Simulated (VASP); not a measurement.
Runs of VASP 6.6.1 on Al3Pd. The structure is that of space group P6/mmm (No. 191), or close to it. The cells are those of the table. The cell was generated, and may not be a known phase.

| task | spin | cell | k mesh | cutoff (eV) | gap on the mesh (eV) | pressure (GPa) | relaxed volume (Å³/atom) |
| --- | --- | --- | --- | --- | --- | --- | --- |
| single point | collinear | a = 4.455, b = 4.455, c = 4.887 Å, angles 90.0, 90.0, 120.0°, 4 atoms | 6 × 6 × 4 | 520 | none | 0.1 | - |
| relaxation of cell and atoms | off | relaxed from a = 4.455, b = 4.455, c = 4.887 Å, angles 90.0, 90.0, 120.0°, 4 atoms | 12 × 12 × 10 | 600 | none | 0.0 | 20.94 |
| single point | off | a = 4.479, b = 4.479, c = 4.824 Å, angles 90.0, 90.0, 120.0°, 4 atoms | 12 × 12 × 10 | 520 | none | 0.0 | - |
| single point | off | a = 4.270, b = 4.270, c = 4.568 Å, angles 90.0, 90.0, 120.0°, 4 atoms | 6 × 6 × 4 | 520 | none | (a) | - |
| relaxation of cell and atoms | off | relaxed from a = 4.270, b = 4.270, c = 4.568 Å, angles 90.0, 90.0, 120.0°, 4 atoms | 6 × 6 × 4 | 600 | none | 0.1 | 20.97 |
| single point | off | a = 4.455, b = 4.455, c = 4.887 Å, angles 90.0, 90.0, 120.0°, 4 atoms | 6 × 6 × 4 | 520 | none | 0.1 | - |

Alike in all rows: level PBE; potentials or basis VASP PAW PBE potentials, release 64 (Al, Pd); smearing gaussian 0.1 eV.

Question: Estimate the missing entries.

Answer: (a) 16.4.

Caveats: the cell stands under pressure (at least some runs); the volume moved by over 15 % at a fixed basis, so the end points are rough (at least some runs).

A k mesh can miss the band edges, and the runs leave out spin-orbit coupling on Pd.

A gap of «none» marks levels without a gap at the run's occupations.
